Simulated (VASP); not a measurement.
# MnSb (Pm-3m) in VASP: further runs

Runs on MnSb. Level: PBE. Tasks: single point, relaxation of cell and atoms.

Program: VASP 6.6.1. These are calculated values, not measurements. Logs are shortened: lines on timing, memory, paths and dates and some standing lists are left out, and cuts for length are marked.

### Step 1. The cell of the first run

The structure is cubic, space group Pm-3m (No. 221). Conventional cell: a = 3.364 Å, b = 3.364 Å, c = 3.364 Å, α = 90.00°, β = 90.00°, γ = 90.00°. Mn (site symmetry m-3m) has 8 Sb at 2.91 Å and 6 Mn at 3.36 Å within 3.8 Å. Within 3.8 Å of Sb (site symmetry m-3m) lie 8 Mn at 2.91 Å and 6 Sb at 3.36 Å.

### Step 2. Single point, PBE, collinear spin, antiferromagnetic start

Input file INCAR:

```
PREC = Accurate ; ENCUT = 520
EDIFF = 1E-6 ; ISMEAR = 0
SIGMA = 0.1 ; LREAL = False
LASPH = True ; NELM = 150
ALGO = Normal ; ISIF = 2
LWAVE = False ; LCHARG = True
ISPIN = 2 ; MAGMOM = 4 -4 0 0
LORBIT = 11 ; LMAXMIX = 4
GGA = PE ; LELF = True
LVHAR = True ; NBANDS = 30
```

Input file KPOINTS:

```
regular mesh
0
Gamma
  12 12 6
```

Input file POSCAR:

```
MnSb
1.0
    3.3636440039      0.0000000000      3.3636440039
    0.0000000000      3.3636440039      3.3636440039
    0.0000000000      0.0000000000      6.7272880077
Mn Sb
2 2
Direct
    1.0000000000      0.0000000000      0.0000000000
    1.0000000000      0.0000000000      0.5000000000
    0.5000000000      0.5000000000      0.7500000000
    0.5000000000      0.5000000000      0.2500000000
```

Potentials or basis: VASP PAW PBE potentials, release 64 (Mn_pv, Sb).

Command:

```console
cat potpaw_PBE.64/Mn_pv/POTCAR potpaw_PBE.64/Sb/POTCAR > POTCAR
mpirun -np 1 vasp_std > vasp.out
```

OUTCAR:

```text
PREC = Accurate
   ENCUT = 520
   EDIFF = 1E-6
   ISMEAR = 0
   LREAL = False
   LASPH = True
   NELM = 150
   ISIF = 2
   ISPIN = 2
   LORBIT = 11
   GGA = PE

 ion  position               nearest neighbor table
   1  0.000  0.000  0.000-   4 2.91   3 2.91   4 2.91   3 2.91   4 2.91   3 2.91   3 2.91   4 2.91

   2  0.000  0.000  0.500-   3 2.91   4 2.91   4 2.91   3 2.91   4 2.91   3 2.91   4 2.91   3 2.91

   3  0.500  0.500  0.750-   1 2.91   2 2.91   2 2.91   1 2.91   2 2.91   1 2.91   2 2.91   1 2.91
                             4 3.36   4 3.36   4 3.36   4 3.36   4 3.36   4 3.36
   4  0.500  0.500  0.250-   2 2.91   1 2.91   2 2.91   1 2.91   2 2.91   1 2.91   1 2.91   2 2.91
                             3 3.36   3 3.36   3 3.36   3 3.36   3 3.36   3 3.36

  LATTYP: Found a face centered cubic cell.
 ALAT       =     6.7272880078

  Lattice vectors:

 A1 = (   3.3636440039,  -3.3636440039,   0.0000000000)
 A2 = (   3.3636440039,   0.0000000000,   3.3636440039)
 A3 = (   0.0000000000,  -3.3636440039,   3.3636440038)

Analysis of symmetry for initial positions (statically):
=====================================================================
 Subroutine PRICEL returns following result:

  LATTYP: Found a simple cubic cell.
 ALAT       =     3.3636440039
[... 12 lines left out ...]
 Subroutine GETGRP returns: Found 48 space group operations
 (whereof 48 operations were pure point group operations)
 out of a pool of 48 trial point group operations.

The static configuration has the point symmetry O_h .

Analysis of symmetry for dynamics (positions and initial velocities):
=====================================================================
 Subroutine PRICEL returns following result:

  LATTYP: Found a simple cubic cell.
 ALAT       =     3.3636440039
[... 12 lines left out ...]
 Subroutine GETGRP returns: Found 48 space group operations
 (whereof 48 operations were pure point group operations)
 out of a pool of 48 trial point group operations.

The dynamic configuration has the point symmetry O_h .

Analysis of structural, dynamic, and magnetic symmetry:
=====================================================================
 Subroutine PRICEL returns following result:

  LATTYP: Found a simple cubic cell.
 ALAT       =     3.3636440039
[... 12 lines left out ...]
 Subroutine GETGRP returns: Found 48 space group operations
 (whereof 48 operations were pure point group operations)
 out of a pool of 48 trial point group operations.

The overall configuration has the point symmetry O_h .

 Subroutine INISYM returns: Found 48 space group operations
 (whereof 48 operations are pure point group operations),
 and found     2 'primitive' translations

----------------------------------------------------------------------------------------

                                     Primitive cell

  volume of cell :      38.0566

  direct lattice vectors                    reciprocal lattice vectors
     0.000000000 -3.363644004 -0.000000000     0.000000000 -0.297296622  0.000000000
     3.363644004  0.000000000  0.000000000     0.297296622  0.000000000  0.000000000
     0.000000000  0.000000000  3.363644004    -0.000000000 -0.000000000  0.297296622

  length of vectors
     3.363644004  3.363644004  3.363644004     0.297296622  0.297296622  0.297296622

  position of ions in fractional coordinates (direct lattice)
     0.000000000  0.000000000  0.000000000
     0.500000000  0.500000000  0.500000000

  ion indices of the primitive-cell ions
   primitive index   ion index
                 1           1
                 2           3

----------------------------------------------------------------------------------------

 KPOINTS: regular mesh

Automatic generation of k-mesh.
 Grid dimensions read from file:
 generate k-points for:   12   12    6

 Generating k-lattice:

  Cartesian coordinates                     Fractional coordinates (reciprocal lattice)
     0.024774719  0.000000000  0.000000000     0.083333333  0.000000000  0.000000000
     0.000000000  0.024774719  0.000000000     0.000000000  0.083333333  0.000000000
    -0.024774719 -0.024774719  0.024774719     0.000000000  0.000000000  0.166666667

  Length of vectors
     0.024774719  0.024774719  0.042911071

  Shift w.r.t. Gamma in fractional coordinates (k-lattice)
     0.000000000  0.000000000  0.000000000

 Subroutine IBZKPT returns following result:
 ===========================================

 Found     44 irreducible k-points:

 Following reciprocal coordinates:
            Coordinates               Weight
  0.000000  0.000000  0.000000      1.000000
  0.083333  0.000000  0.000000      6.000000
  0.166667  0.000000  0.000000      6.000000
  0.250000  0.000000  0.000000      6.000000
  0.333333  0.000000  0.000000      6.000000
  0.416667  0.000000  0.000000      6.000000
[... 16 lines left out ...]
  0.333333  0.333333  0.000000     12.000000
  0.416667  0.333333  0.000000     24.000000
 [... further k-points ...]
   k-points           NKPTS =     44   k-points in BZ     NKDIM =     44   number of bands    NBANDS=     30
   number of dos      NEDOS =    301   number of ions     NIONS =      4
   total plane-waves  NPLWV =  64800
   dimension x,y,z NGX =    36 NGY =   36 NGZ =   50
   dimension x,y,z NGXF=    72 NGYF=   72 NGZF=  100
   ions per type =               2   2
   NGX,Y,Z   is equivalent  to a cutoff of  12.58, 12.58, 12.36 a.u.
   NGXF,Y,Z  is equivalent  to a cutoff of  25.16, 25.16, 24.71 a.u.
 SYSTEM =  unknown system
   PREC   = accura    normal or accurate (medium, high low for compatibility)
   ISTART =      0    job   : 0-new  1-cont  2-samecut
   ICHARG =      2    charge: 1-file 2-atom 10-const
   ISPIN  =      2    spin polarized calculation?
   LNONCOLLINEAR =      F non collinear calculations
   LSORBIT =      F    spin-orbit coupling
   LASPH  =      T    aspherical Exc in radial PAW
   ENCUT  =  520.0 eV  38.22 Ry    6.18 a.u.   8.84  8.84 12.51*2*pi/ulx,y,z
   NELM   =    150;   NELMIN=  2; NELMDL= -5     # of ELM steps
   EDIFF  = 0.1E-05   stopping-criterion for ELM
   LREAL  =      F    real-space projection
   EDIFFG = 0.1E-04   stopping-criterion for IOM
   NSW    =      0    number of steps for IOM
   IBRION =     -1    ionic relax: 0-MD 1-quasi-New 2-CG
   NFREE  =      0    steps in history (QN), initial steepest desc. (CG)
   ISIF   =      2    stress and relaxation
   ISYM   =      2    0-nonsym 1-usesym 2-fastsym
   POTIM  = 0.5000    time-step for ionic-motion
   TEBEG  =    0.0;   TEEND  =   0.0 temperature during run
   PSTRESS=    0.0 pullay stress
   NELECT =      36.0000    total number of electrons
   NUPDOWN=      -1.0000    fix difference up-down
   EMIN   =  10.00;   EMAX   =-10.00  energy-range for DOS
   EFERMI =   0.00;   METHOD = LEGACY
   ISMEAR =     0;   SIGMA  =   0.10  broadening in eV -4-tet -1-fermi 0-gaus
   EFERMI_NEDOS =   21; number of points for ismear=-14 and -15
   IALGO  =     38    algorithm
   IMIX   =      4    mixing-type and parameters
     AMIX     =   0.40;   BMIX     =  1.00
     AMIX_MAG =   1.60;   BMIX_MAG =  1.00
  volume/ion in A,a.u.               =      19.03       128.41
  Fermi-wavevector in a.u.,A,eV,Ry     =   1.275525  2.410393 22.136189  1.626964
  Thomas-Fermi vector in A             =   2.408232
   LORBIT       =     11    0 simple, 1 ext, 2 COOP (PROOUT), +10 PAW based schemes
   GGA     = PE    functional components
   LHFCALC =     F    Hartree Fock is set to
   AEXX    =    0.0000 exact exchange contribution
   IVDW    =     0    specifies the selected vdW correction
   LEPSILON=     F    determine dielectric tensor
   LRPA    =     F    only Hartree local field effects (RPA)
 spin polarized calculation
 Gauss-broadening in eV      SIGMA  =   0.10
  energy-cutoff  :      520.00
  volume of cell :       76.11
 maximum number of plane-waves:      2085
 NGX is ok and might be reduce to    36
   NGX = 17   NGY = 17   NGZ = 25

 number of electron      35.9999994 magnetization       0.0000000

 number of electron      35.9999994 magnetization      -0.0000000

 Free energy of the ion-electron system (eV)
  ---------------------------------------------------
  ext. energy  EPLUGINS =         0.00000000
  ---------------------------------------------------
  free energy    TOTEN  =       -24.86510099 eV

  energy without entropy =      -24.85228161  energy(sigma->0) =      -24.85869130

 E-fermi :   9.4251     XC(G=0): -11.3271

 val. band max:        9.4084042848   @ k =   0.0000   0.0000   0.3333
 cond. band min:       9.4339255149   @ k =   0.4167   0.4167   0.3333
 fundamental gap:      0.0255212302
 Fermi energy:         9.4250832798

 spin component 1

 k-point     1 :       0.0000    0.0000    0.0000
  band No.  band energies     occupation
      1     -40.0553      1.00000
      2     -40.0553      1.00000
      3     -40.0553      1.00000
      4     -36.7717      1.00000
      5     -36.7717      1.00000
      6     -36.7717      1.00000
[... 781 lines left out ...]
     29      17.3722      0.00000
     30      18.9077      0.00000

 [... further k-points ...]

 spin component 2

 k-point     1 :       0.0000    0.0000    0.0000
  band No.  band energies     occupation
      1     -40.0553      1.00000
      2     -40.0553      1.00000
      3     -40.0553      1.00000
      4     -36.7717      1.00000
      5     -36.7717      1.00000
      6     -36.7717      1.00000
[... 781 lines left out ...]
     29      17.3722      0.00000
     30      18.9078      0.00000

 [... further k-points ...]
[... 5 lines left out ...]
  --------------------------------------------------------------------------------------
  -------------------------------------------------------------------------------------
  Total       -0.0901987     -0.0901987     -0.0901987     -0.0000000     -0.0000000     -0.0000000
  in kB       -1.8986756     -1.8986756     -1.8986756     -0.0000000     -0.0000000     -0.0000000
  external PRESSURE =      -1.8986756 kB  Pullay stress =       0.0000000 kB

 VOLUME and BASIS-vectors are now :
 -----------------------------------------------------------------------------
  energy-cutoff  :      520.00
  volume of cell :       76.11
      direct lattice vectors                 reciprocal lattice vectors
     3.363644004  0.000000000  3.363644004     0.297296622  0.000000000  0.000000000
     0.000000000  3.363644004  3.363644004     0.000000000  0.297296622  0.000000000
     0.000000000  0.000000000  6.727288008    -0.148648311 -0.148648311  0.148648311

 POSITION                                       TOTAL-FORCE (eV/Angst)
 -----------------------------------------------------------------------------------
      0.00000      0.00000      0.00000         0.000000     -0.000000      0.000000
      0.00000      0.00000      3.36364        -0.000000      0.000000     -0.000000
      1.68182      1.68182      8.40911        -0.000000      0.000000     -0.000000
      1.68182      1.68182      5.04547        -0.000000      0.000000      0.000000
 -----------------------------------------------------------------------------------
    total drift:                                0.000000     -0.000000      0.000000

  FREE ENERGIE OF THE ION-ELECTRON SYSTEM (eV)
  ---------------------------------------------------
  free  energy   TOTEN  =       -24.8651009897 eV

  energy  without entropy=      -24.8522816086  energy(sigma->0) =      -24.85869130

 total charge

# of ion       s       p       d       tot
------------------------------------------
    1        0.241   6.162   5.118  11.521
    2        0.241   6.162   5.118  11.521
    3        1.183   1.197   0.062   2.442
    4        1.183   1.197   0.062   2.442
--------------------------------------------------
tot          2.850  14.718  10.359  27.927

 magnetization (x)

# of ion       s       p       d       tot
------------------------------------------
    1        0.013   0.033   3.079   3.125
    2       -0.013  -0.033  -3.079  -3.125
    3        0.000   0.000   0.000   0.000
    4        0.000   0.000   0.000   0.000
--------------------------------------------------
tot          0.000   0.000  -0.000  -0.000
```

Run time: 8.4 min. Hardware: 1 thread of Intel Xeon 8259CL, shared host; peak memory 0.38 GiB.

What came out:

```
Free energy                                           : -24.8651 eV
Pressure                                              : -0.2 GPa
Band gap on the k mesh                                : zero (filled and empty bands overlap)
Net moment                                            : 0.00 μB per cell
Site moments                                          : Mn +3.12, -3.12; Sb +0.00 μB
Valence electrons inside the program's atomic spheres : Mn 11.52; Sb 2.44
```

Caveat: the antiferromagnetic order is the one typed at the start, and another may lie lower; spin-orbit coupling is left out, which moves the levels of the heavy elements.

(Continued in part 2 of 2.)

The gap in the log of VASP goes by the Fermi energy; the results here count the filled bands.